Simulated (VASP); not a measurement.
# Ho3N (P3m1) in VASP: single point with PBE

Aim: the single point of Ho3N with PBE.

Program: VASP 6.6.1. These are calculated values, not measurements. Logs are shortened: lines on timing, memory, paths and dates and some standing lists are left out, and cuts for length are marked.

### Step 1. The cell of the first run

Symmetry: P3m1, No. 156, trigonal system. The conventional cell has a = 3.594 Å, b = 3.594 Å, c = 9.233 Å, α = 90.00°, β = 90.00°, γ = 120.00°. Within 2.9 Å of Ho (site symmetry 3m) lie 3 N at 2.23 Å. Within 2.9 Å of Ho (site symmetry 3m) lie 1 N at 2.18 Å. Ho (site symmetry 3m) has 12 Ho at 3.53 to 3.97 Å and 3 N at 4.68 Å within 4.7 Å. N (site symmetry 3m) has 4 Ho at 2.18 to 2.23 Å within 2.9 Å.

The cell was generated, and may not be a known phase.

### Step 2. Single point, PBE

Contents of INCAR:

```
PREC = Accurate
ENCUT = 600
EDIFF = 1E-6
ISMEAR = 0
SIGMA = 0.2
LREAL = F
LASPH = T
NELM = 200
ALGO = Normal
ISIF = 2
LWAVE = F
LCHARG = T
GGA = PE
LELF = T
LVHAR = T
NBANDS = 24
GGA_COMPAT = F
LMAXMIX = 6
```

Contents of KPOINTS:

```
regular mesh
0
Gamma
  6 6 3
```

Contents of POSCAR:

```
Ho3N
1.0
    3.5944731458      0.0000000000      0.0000000000
   -1.7972365729      3.1129050575      0.0000000000
    0.0000000000      0.0000000000      9.2327987687
Ho N
3 1
Direct
    0.6666666667      0.3333333333      0.4757552992
    0.0000000000      0.0000000000      0.7998157346
    0.3333333333      0.6666666667      0.1090770042
    0.0000000000      0.0000000000      0.5639835620
```

Potentials or basis: VASP PAW PBE potentials, release 64 (Ho_3, N), 4f in core.

On the command line:

```sh
cat potpaw_PBE.64/Ho_3/POTCAR potpaw_PBE.64/N/POTCAR > POTCAR
mpirun -np 1 vasp_std > vasp.out
```

OUTCAR:

```text
PREC = Accurate
   ENCUT = 600
   EDIFF = 1E-6
   ISMEAR = 0
   LREAL = F
   LASPH = T
   NELM = 200
   ISIF = 2
   GGA = PE

 ion  position               nearest neighbor table
   1  0.667  0.333  0.476-   4 2.23   4 2.23   4 2.23   2 3.64   2 3.64   2 3.64
   2  0.000  0.000  0.800-   4 2.18   3 3.53   3 3.53   3 3.53   1 3.64   1 3.64   1 3.64
   3  0.333  0.667  0.109-   2 3.53   2 3.53   2 3.53
   4  0.000  0.000  0.564-   2 2.18   1 2.23   1 2.23   1 2.23

  LATTYP: Found a hexagonal cell.
 ALAT       =     3.5944731458
 C/A-ratio  =     2.5686097501

  Lattice vectors:

 A1 = (   3.5944731458,   0.0000000000,   0.0000000000)
 A2 = (  -1.7972365729,   3.1129050575,   0.0000000000)
 A3 = (   0.0000000000,   0.0000000000,   9.2327987687)

Analysis of symmetry for initial positions (statically):
=====================================================================
 Subroutine PRICEL returns:
 Original cell was already a primitive cell.

 Routine SETGRP: Setting up the symmetry group for a
 hexagonal supercell.

 Subroutine GETGRP returns: Found  6 space group operations
 (whereof  6 operations were pure point group operations)
 out of a pool of 24 trial point group operations.

The static configuration has the point symmetry C_3v.

Analysis of symmetry for dynamics (positions and initial velocities):
=====================================================================
 Subroutine PRICEL returns:
 Original cell was already a primitive cell.

 Routine SETGRP: Setting up the symmetry group for a
 hexagonal supercell.

 Subroutine GETGRP returns: Found  6 space group operations
 (whereof  6 operations were pure point group operations)
 out of a pool of 24 trial point group operations.

The dynamic configuration has the point symmetry C_3v.

 Subroutine INISYM returns: Found  6 space group operations
 (whereof  6 operations are pure point group operations),
 and found     1 'primitive' translations

----------------------------------------------------------------------------------------

                                     Primitive cell

  volume of cell :     103.3081

  direct lattice vectors                    reciprocal lattice vectors
     3.594473146  0.000000000  0.000000000     0.278204888  0.160621667  0.000000000
    -1.797236573  3.112905057  0.000000000     0.000000000  0.321243334  0.000000000
     0.000000000  0.000000000  9.232798769     0.000000000  0.000000000  0.108309520

  length of vectors
     3.594473146  3.594473146  9.232798769     0.321243334  0.321243334  0.108309520

  position of ions in fractional coordinates (direct lattice)
     0.666666667  0.333333333  0.475755299
     0.000000000  0.000000000  0.799815735
     0.333333333  0.666666667  0.109077004
     0.000000000  0.000000000  0.563983562

  ion indices of the primitive-cell ions
   primitive index   ion index
                 1           1
                 2           2
                 3           3
                 4           4

----------------------------------------------------------------------------------------

 KPOINTS: regular mesh

Automatic generation of k-mesh.
 Grid dimensions read from file:
 generate k-points for:    6    6    3

 Generating k-lattice:

  Cartesian coordinates                     Fractional coordinates (reciprocal lattice)
     0.046367481  0.026770278  0.000000000     0.166666667 -0.000000000  0.000000000
     0.000000000  0.053540556  0.000000000     0.000000000  0.166666667  0.000000000
     0.000000000  0.000000000  0.036103173     0.000000000  0.000000000  0.333333333

  Length of vectors
     0.053540556  0.053540556  0.036103173

  Shift w.r.t. Gamma in fractional coordinates (k-lattice)
     0.000000000  0.000000000  0.000000000

 Subroutine IBZKPT returns following result:
 ===========================================

 Found     17 irreducible k-points:

 Following reciprocal coordinates:
            Coordinates               Weight
  0.000000  0.000000  0.000000      1.000000
  0.166667 -0.000000  0.000000      6.000000
  0.333333 -0.000000  0.000000      6.000000
  0.500000  0.000000  0.000000      3.000000
  0.166667  0.166667  0.000000      6.000000
  0.333333  0.166667  0.000000     12.000000
[... 9 lines left out ...]
 -0.166667  0.500000  0.333333     12.000000
  0.333333  0.333333  0.333333      4.000000
   k-points           NKPTS =     17   k-points in BZ     NKDIM =     17   number of bands    NBANDS=     24
   number of dos      NEDOS =    301   number of ions     NIONS =      4
   total plane-waves  NPLWV =  72000
   dimension x,y,z NGX =    30 NGY =   30 NGZ =   80
   dimension x,y,z NGXF=    60 NGYF=   60 NGZF=  160
   ions per type =               3   1
   NGX,Y,Z   is equivalent  to a cutoff of  13.88, 13.88, 14.40 a.u.
   NGXF,Y,Z  is equivalent  to a cutoff of  27.75, 27.75, 28.81 a.u.
 SYSTEM =  unknown system
   PREC   = accura    normal or accurate (medium, high low for compatibility)
   ISTART =      0    job   : 0-new  1-cont  2-samecut
   ICHARG =      2    charge: 1-file 2-atom 10-const
   ISPIN  =      1    spin polarized calculation?
   LNONCOLLINEAR =      F non collinear calculations
   LSORBIT =      F    spin-orbit coupling
   LASPH  =      T    aspherical Exc in radial PAW
   ENCUT  =  600.0 eV  44.10 Ry    6.64 a.u.   7.18  7.18 18.44*2*pi/ulx,y,z
   NELM   =    200;   NELMIN=  2; NELMDL= -5     # of ELM steps
   EDIFF  = 0.1E-05   stopping-criterion for ELM
   LREAL  =      F    real-space projection
   EDIFFG = 0.1E-04   stopping-criterion for IOM
   NSW    =      0    number of steps for IOM
   IBRION =     -1    ionic relax: 0-MD 1-quasi-New 2-CG
   NFREE  =      0    steps in history (QN), initial steepest desc. (CG)
   ISIF   =      2    stress and relaxation
   ISYM   =      2    0-nonsym 1-usesym 2-fastsym
   POTIM  = 0.5000    time-step for ionic-motion
   TEBEG  =    0.0;   TEEND  =   0.0 temperature during run
   PSTRESS=    0.0 pullay stress
   NELECT =      32.0000    total number of electrons
   NUPDOWN=      -1.0000    fix difference up-down
   EMIN   =  10.00;   EMAX   =-10.00  energy-range for DOS
   EFERMI =   0.00;   METHOD = LEGACY
   ISMEAR =     0;   SIGMA  =   0.20  broadening in eV -4-tet -1-fermi 0-gaus
   EFERMI_NEDOS =   21; number of points for ismear=-14 and -15
   IALGO  =     38    algorithm
   IMIX   =      4    mixing-type and parameters
     AMIX     =   0.40;   BMIX     =  1.00
     AMIX_MAG =   1.60;   BMIX_MAG =  1.00
  volume/ion in A,a.u.               =      25.83       174.29
  Fermi-wavevector in a.u.,A,eV,Ry     =   1.107677  2.093207 16.693660  1.226949
  Thomas-Fermi vector in A             =   2.244195
   LORBIT       =      0    0 simple, 1 ext, 2 COOP (PROOUT), +10 PAW based schemes
   GGA     = PE    functional components
   LHFCALC =     F    Hartree Fock is set to
   AEXX    =    0.0000 exact exchange contribution
   IVDW    =     0    specifies the selected vdW correction
   LEPSILON=     F    determine dielectric tensor
   LRPA    =     F    only Hartree local field effects (RPA)
 non-spin polarized calculation
 Gauss-broadening in eV      SIGMA  =   0.20
  energy-cutoff  :      600.00
  volume of cell :      103.31
 maximum number of plane-waves:      3474
 NGX is ok and might be reduce to    30
   NGX = 15   NGY = 15   NGZ = 37

 number of electron      31.9999998 magnetization

 Free energy of the ion-electron system (eV)
  ---------------------------------------------------
  ext. energy  EPLUGINS =         0.00000000
  ---------------------------------------------------
  free energy    TOTEN  =       -24.63665264 eV

  energy without entropy =      -24.59019562  energy(sigma->0) =      -24.61342413

 E-fermi :   3.0006     XC(G=0):  -9.7580

 val. band max:        2.9453262151   @ k =   0.3333   0.3333   0.0000
 cond. band min:       3.0527699166   @ k =   0.3333   0.3333   0.3333
 fundamental gap:      0.1074437016
 Fermi energy:         3.0006111273

 k-point     1 :       0.0000    0.0000    0.0000
  band No.  band energies     occupation
      1     -21.2326      2.00000
      2     -21.0256      2.00000
      3     -21.0256      2.00000
      4     -20.9478      2.00000
      5     -20.5509      2.00000
      6     -20.5509      2.00000
[... 16 lines left out ...]
     23       6.9263      0.00000
     24       6.9267      0.00000

 k-point     2 :       0.1667   -0.0000    0.0000
  band No.  band energies     occupation
      1     -21.2150      2.00000
      2     -21.1333      2.00000
      3     -21.0498      2.00000
      4     -20.9277      2.00000
      5     -20.6579      2.00000
      6     -20.5765      2.00000
[... 16 lines left out ...]
     23       6.3247      0.00000
     24       6.5510      0.00000

 k-point     3 :       0.3333   -0.0000    0.0000
  band No.  band energies     occupation
      1     -21.3369      2.00000
      2     -21.1809      2.00000
      3     -21.0978      2.00000
      4     -21.0077      2.00000
      5     -20.8531      2.00000
      6     -20.6878      2.00000
[... 16 lines left out ...]
     23       6.5558      0.00000
     24       7.3216      0.00000

 k-point     4 :       0.5000    0.0000    0.0000
  band No.  band energies     occupation
      1     -21.4320      2.00000
      2     -21.1841      2.00000
      3     -21.1216      2.00000
      4     -21.1128      2.00000
      5     -20.9273      2.00000
      6     -20.6717      2.00000
[... 16 lines left out ...]
     23       7.2663      0.00000
     24       7.8442      0.00000

 k-point     5 :       0.1667    0.1667    0.0000
  band No.  band energies     occupation
      1     -21.2703      2.00000
      2     -21.1828      2.00000
      3     -21.1069      2.00000
      4     -20.9549      2.00000
      5     -20.7866      2.00000
      6     -20.6832      2.00000
[... 262 lines left out ...]
 k-point    15 :       0.3333    0.1667    0.3333
  band No.  band energies     occupation
      1     -21.3824      2.00000
      2     -21.1794      2.00000
      3     -21.1607      2.00000
      4     -21.0630      2.00000
      5     -20.8933      2.00000
      6     -20.7143      2.00000
[... 16 lines left out ...]
     23       6.7673      0.00000
     24       7.2975      0.00000

 k-point    16 :      -0.1667    0.5000    0.3333
  band No.  band energies     occupation
      1     -21.3817      2.00000
      2     -21.1801      2.00000
      3     -21.1558      2.00000
      4     -21.0677      2.00000
      5     -20.8965      2.00000
      6     -20.7143      2.00000
[... 16 lines left out ...]
     23       6.7236      0.00000
     24       7.3147      0.00000

 k-point    17 :       0.3333    0.3333    0.3333
  band No.  band energies     occupation
      1     -21.3185      2.00000
      2     -21.3062      2.00000
      3     -21.1441      2.00000
      4     -21.0419      2.00000
      5     -20.8506      2.00000
      6     -20.8287      2.00000
[... 16 lines left out ...]
     23       6.3869      0.00000
     24       6.5301      0.00000

------------------------ aborting loop because EDIFF is reached ----------------------------------------

  FORCE on cell =-STRESS in cart. coord.  units (eV):
  Direction    XX          YY          ZZ          XY          YZ          ZX
  --------------------------------------------------------------------------------------
  -------------------------------------------------------------------------------------
  Total        0.4404652      0.4404652      0.4439853     -0.0000000      0.0000000     -0.0000000
  in kB        6.8310536      6.8310536      6.8856464     -0.0000000      0.0000000     -0.0000000
  external PRESSURE =       6.8492512 kB  Pullay stress =       0.0000000 kB

 VOLUME and BASIS-vectors are now :
 -----------------------------------------------------------------------------
  energy-cutoff  :      600.00
  volume of cell :      103.31
      direct lattice vectors                 reciprocal lattice vectors
     3.594473146  0.000000000  0.000000000     0.278204888  0.160621667  0.000000000
    -1.797236573  3.112905057  0.000000000     0.000000000  0.321243334  0.000000000
     0.000000000  0.000000000  9.232798769     0.000000000  0.000000000  0.108309520

 POSITION                                       TOTAL-FORCE (eV/Angst)
 -----------------------------------------------------------------------------------
      1.79724      1.03764      4.39255         0.000000     -0.000000     -0.106088
      0.00000      0.00000      7.38454        -0.000000      0.000000      0.135715
     -0.00000      2.07527      1.00709        -0.000000      0.000000     -0.029112
      0.00000      0.00000      5.20715        -0.000000     -0.000000     -0.000516
 -----------------------------------------------------------------------------------
    total drift:                                0.000000      0.000000     -0.000806

  FREE ENERGIE OF THE ION-ELECTRON SYSTEM (eV)
  ---------------------------------------------------
  free  energy   TOTEN  =       -24.6366526398 eV

  energy  without entropy=      -24.5901956185  energy(sigma->0) =      -24.61342413
```

Wall time 41 s (1 thread of Intel Xeon 6975P-C (Granite Rapids), shared host); peak memory 0.27 GiB.

Results:

```yaml
Free_energy: -24.6367 eV
Pressure: 0.7 GPa
Largest_force: 0.136 eV/Å
Band_gap_on_the_k_mesh: 0.07 eV (least direct gap 0.14 eV)
```

Forces in eV/Å, atoms in the order of the input:
```
Ho   0.000  0.000 -0.106
Ho   0.000  0.000  0.136
Ho   0.000  0.000 -0.029
N    0.000  0.000 -0.001
```

Caveat: the smearing spreads over this small gap; semilocal functionals underestimate gaps, and a narrow one can read as zero; spin-orbit coupling is left out, which moves the levels of the heavy elements; the 4f electrons are frozen in the core, so they carry no moment and show no levels.

The gap in the log of VASP goes by the Fermi energy; the results here count the filled bands.